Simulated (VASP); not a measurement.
# Au (Fm-3m) in VASP: further runs, part 2 of 2

VASP 6.6.1. The steps go on from the part before.

### Step 4. Single point, r2SCAN

Input file POSCAR:

```
Au
1.0
    0.0000000000      2.0615246516      2.0615246516
    2.0615246516      0.0000000000      2.0615246516
    2.0615246516      2.0615246516      0.0000000000
Au
1
Direct
    0.0000000000      0.0000000000      0.0000000000
```

Input file INCAR.step1:

```
PREC = Accurate ; ENCUT = 520
ISMEAR = -1 ; SIGMA = 0.1
LREAL = False ; LASPH = True
NELM = 60 ; NBANDS = 12
GGA = PE ; ALGO = Normal
EDIFF = 1E-4 ; LWAVE = True
LCHARG = False
```

Input file INCAR.step2:

```
PREC = Accurate ; ENCUT = 520
EDIFF = 1E-6 ; ISMEAR = -1
SIGMA = 0.1 ; LREAL = False
LASPH = True ; NELM = 60
ALGO = Normal ; ISIF = 2
LWAVE = False ; LCHARG = True
METAGGA = R2SCAN ; LMIXTAU = True
LELF = True ; LVHAR = True
NBANDS = 12 ; ISTART = 1
```

Input file KPOINTS:

```
Automatic mesh
0
Gamma
  13 13 13
```

Potentials or basis: VASP PAW PBE potentials, release 64 (Au).

Run with:

```sh
cat potpaw_PBE.64/Au/POTCAR > POTCAR
cp INCAR.step1 INCAR
mpirun -np 1 vasp_std > vasp.out
cp INCAR.step2 INCAR
mpirun -np 1 vasp_std > vasp.out
```

OUTCAR:

```text
PREC = Accurate
   ENCUT = 520
   EDIFF = 1E-6
   ISMEAR = -1
   LREAL = False
   LASPH = True
   NELM = 60
   ISIF = 2
   METAGGA = R2SCAN
   ISTART = 1

 ion  position               nearest neighbor table
   1  0.000  0.000  0.000-

  LATTYP: Found a face centered cubic cell.
 ALAT       =     4.1230493032

  Lattice vectors:

 A1 = (   0.0000000000,   2.0615246516,   2.0615246516)
 A2 = (   2.0615246516,   0.0000000000,   2.0615246516)
 A3 = (   2.0615246516,   2.0615246516,   0.0000000000)

Analysis of symmetry for initial positions (statically):
=====================================================================
 Subroutine PRICEL returns:
 Original cell was already a primitive cell.

 Routine SETGRP: Setting up the symmetry group for a
 face centered cubic supercell.

 Subroutine GETGRP returns: Found 48 space group operations
 (whereof 48 operations were pure point group operations)
 out of a pool of 48 trial point group operations.

The static configuration has the point symmetry O_h .

Analysis of symmetry for dynamics (positions and initial velocities):
=====================================================================
 Subroutine PRICEL returns:
 Original cell was already a primitive cell.

 Routine SETGRP: Setting up the symmetry group for a
 face centered cubic supercell.

 Subroutine GETGRP returns: Found 48 space group operations
 (whereof 48 operations were pure point group operations)
 out of a pool of 48 trial point group operations.

The dynamic configuration has the point symmetry O_h .

 Subroutine INISYM returns: Found 48 space group operations
 (whereof 48 operations are pure point group operations),
 and found     1 'primitive' translations

----------------------------------------------------------------------------------------
[... 114 lines left out ...]
  Thomas-Fermi vector in A             =   2.524590
   LORBIT       =      0    0 simple, 1 ext, 2 COOP (PROOUT), +10 PAW based schemes
   METAGGA = R2SCAN    functional components
   LHFCALC =     F    Hartree Fock is set to
   AEXX    =    0.0000 exact exchange contribution
   IVDW    =     0    specifies the selected vdW correction
   LEPSILON=     F    determine dielectric tensor
   LRPA    =     F    only Hartree local field effects (RPA)
 non-spin polarized calculation
  energy-cutoff  :      520.00
  volume of cell :       17.52
 maximum number of plane-waves:       495
 NGX is ok and might be reduce to    24
   NGX = 11   NGY = 11   NGZ = 11

 number of electron      11.0000001 magnetization

 Free energy of the ion-electron system (eV)
  ---------------------------------------------------
  ext. energy  EPLUGINS =         0.00000000
  ---------------------------------------------------
  free energy    TOTEN  =       -50.60080716 eV

  energy without entropy =      -50.59132915  energy(sigma->0) =      -50.59606816

 E-fermi :   8.9970     XC(G=0): -13.4344

 val. band max:        8.9652644639   @ k =  -0.4615   0.0769   0.0000
 cond. band min:       9.0444347309   @ k =   0.4615   0.3846   0.0000
 fundamental gap:      0.0791702669
 Fermi energy:         8.9969705422

 k-point     1 :       0.0000    0.0000    0.0000
  band No.  band energies     occupation
      1      -0.9216      2.00000
      2       4.0696      2.00000
      3       4.0696      2.00000
      4       4.0696      2.00000
      5       5.5276      2.00000
      6       5.5276      2.00000
      7      24.2203      0.00000
      8      28.1468      0.00000
      9      28.1468      0.00000
     10      28.1468      0.00000
     11      33.3319      0.00000
     12      37.4864      0.00000
[... 331 lines left out ...]
 k-point    24 :       0.4615    0.1538    0.0000
  band No.  band energies     occupation
      1       2.0584      2.00000
      2       3.7776      2.00000
      3       4.5661      2.00000
      4       4.6385      2.00000
      5       6.7528      2.00000
      6       8.5560      1.97598
      7      14.2519      0.00000
      8      23.6723      0.00000
      9      24.6703      0.00000
     10      25.6282      0.00000
     11      34.6433      0.00000
     12      35.4048      0.00000

 [... further k-points ...]

------------------------ aborting loop because EDIFF is reached ----------------------------------------

  FORCE on cell =-STRESS in cart. coord.  units (eV):
  Direction    XX          YY          ZZ          XY          YZ          ZX
  --------------------------------------------------------------------------------------
  -------------------------------------------------------------------------------------
  Total        0.0311199      0.0311199      0.0311199      0.0000000      0.0000000      0.0000000
  in kB        2.8454600      2.8454600      2.8454600      0.0000000      0.0000000      0.0000000
  external PRESSURE =       2.8454600 kB  Pullay stress =       0.0000000 kB

 VOLUME and BASIS-vectors are now :
 -----------------------------------------------------------------------------
  energy-cutoff  :      520.00
  volume of cell :       17.52
      direct lattice vectors                 reciprocal lattice vectors
     0.000000000  2.061524652  2.061524652    -0.242538938  0.242538938  0.242538938
     2.061524652  0.000000000  2.061524652     0.242538938 -0.242538938  0.242538938
     2.061524652  2.061524652  0.000000000     0.242538938  0.242538938 -0.242538938

 POSITION                                       TOTAL-FORCE (eV/Angst)
 -----------------------------------------------------------------------------------
      0.00000      0.00000      0.00000         0.000000      0.000000      0.000000
 -----------------------------------------------------------------------------------
    total drift:                               -0.000000      0.000000     -0.000000

  FREE ENERGIE OF THE ION-ELECTRON SYSTEM (eV)
  ---------------------------------------------------
  free  energy   TOTEN  =       -50.6008071633 eV

  energy  without entropy=      -50.5913291545  energy(sigma->0) =      -50.59606816
```

Run time: 82 s. Hardware: 1 thread of Intel Xeon 8259CL, shared host; peak memory 0.15 GiB.

Results:

| Property | Result |
| --- | --- |
| Free energy | -50.6008 eV |
| Pressure | 0.3 GPa |

Caveat: the PAW data sets were made with another functional, which shifts forces and pressure a little; spin-orbit coupling is left out, which moves the levels of the heavy elements.

### Step 5. Summary

```tsv
k mesh	gap on the mesh (eV)	pressure (GPa)
19 × 19 × 19	none	0.4
22 × 22 × 22	none	0.5
13 × 13 × 13	none	0.3
```

Alike in all rows: task single point; level r2SCAN; potentials or basis VASP PAW PBE potentials, release 64 (Au); no spin polarisation; cell a = 2.915 Å, angles 60.0°, 1 atom; cutoff (eV) 520; smearing fermi-dirac 0.1 eV.

Every run on the cell as given and a fine mesh finds a metal.

Caveats: the PAW data sets were made with another functional, which shifts forces and pressure a little; spin-orbit coupling is left out, which moves the levels of the heavy elements.

Total energies depend on the potentials used, so only differences within one code and one set of settings carry meaning.
